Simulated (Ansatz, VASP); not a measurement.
## Ru: VASP beside Ansatz

```
Ru
1.0
     2.69327    0.00000    0.00000
    -1.34664    2.33244    0.00000
     0.00000    0.00000    4.24326
Ru
2
Direct
  0.33333 0.66667 0.25000
  0.66667 0.33333 0.75000
```

Alike in both runs: functional PBEsol; k mesh 13 × 13 × 8; occupations fermi-dirac, width 0.1 eV; no spin polarisation.

Ansatz relaxed the structure, and its values are those at the end. VASP's run is a single point on that final structure, the one shown.

|  | VASP | Ansatz |
| --- | --- | --- |
| version | VASP 6.6.1 | Ansatz 0.2.0 |
| potentials or method | VASP PAW PBE potentials, release 64 (Ru_pv), cutoff 520 eV | plane waves (420 eV) with PAW, scalar-relativistic |
| valence electrons in the cell | 28 | 32 |

```tsv
	VASP	Ansatz	Ansatz less VASP
pressure (GPa)	0.0	0.0	+0.02
```

VASP's potentials were made for PBE, not for PBEsol, and Ansatz warns of the same on its side. VASP's potentials hold 28 valence electrons a cell and Ansatz's 32, so a difference there can come from the potentials and not from the codes.
